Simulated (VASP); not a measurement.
Set up this calculation in VASP 6.6.1, as the native input.

- Task: single point
- Functional: PBE
- Potentials or basis: VASP PAW PBE potentials, release 64 (Mg, S, I)
- Cutoff: 520 eV
- k mesh: 4 × 4 × 2
- Occupations: gaussian, width 0.1 eV
- Spin: no spin polarisation
- Dipole correction: no
- Further INCAR settings: ALGO = Normal; EDIFF = 1e-06; NBANDS = 26

The structure of MgS2I3 lies in POSCAR:

```
MgS2I3
1.0
    3.9748459843      0.0000000000      0.0000000000
    0.0000000000      3.9748459843      0.0000000000
    0.0000000000      0.0000000000     12.7051861850
Mg S I
1 2 3
Direct
    0.5000000000      0.5000000000      0.5000000000
    0.5000000000      0.5000000000      0.9183293411
    0.5000000000      0.5000000000      0.0816706589
    0.0000000000      0.0000000000      0.0000000000
    0.0000000000      0.0000000000      0.6422691132
    0.0000000000      0.0000000000      0.3577308868
```

The input as run:

INCAR

```
ALGO = Normal
EDIFF = 1E-6
ENCUT = 520
GGA = PE
ISIF = 2
ISMEAR = 0
LASPH = T
LCHARG = F
LREAL = F
LWAVE = F
NBANDS = 26
NELM = 60
PREC = Accurate
SIGMA = 0.1
```

KPOINTS

```
k-points
0
Gamma
  4 4 2
```

Potentials or basis: VASP PAW PBE potentials, release 64 (Mg, S, I).

Launch:

```sh
$ cat potpaw_PBE.64/Mg/POTCAR potpaw_PBE.64/S/POTCAR potpaw_PBE.64/I/POTCAR > POTCAR
$ mpirun -np 1 vasp_std > vasp.out
```

Results of the run:

```json
{
 "Pressure": "-0.1 GPa",
 "Largest force": "0.105 eV/Å"
}
```

Caveat: the k points lie up to 0.40 Å⁻¹ apart; this functional lacks dispersion, which binds the layers, so the pressure and a relaxed spacing across them are unreliable; an odd number of electrons without spin polarisation forces a metal; a magnetic or distorted state may lie lower.

Run time: 45 s on 1 thread of Oxide Virtual Turin-like Processor, with other jobs on the host, peak memory 0.27 GiB.
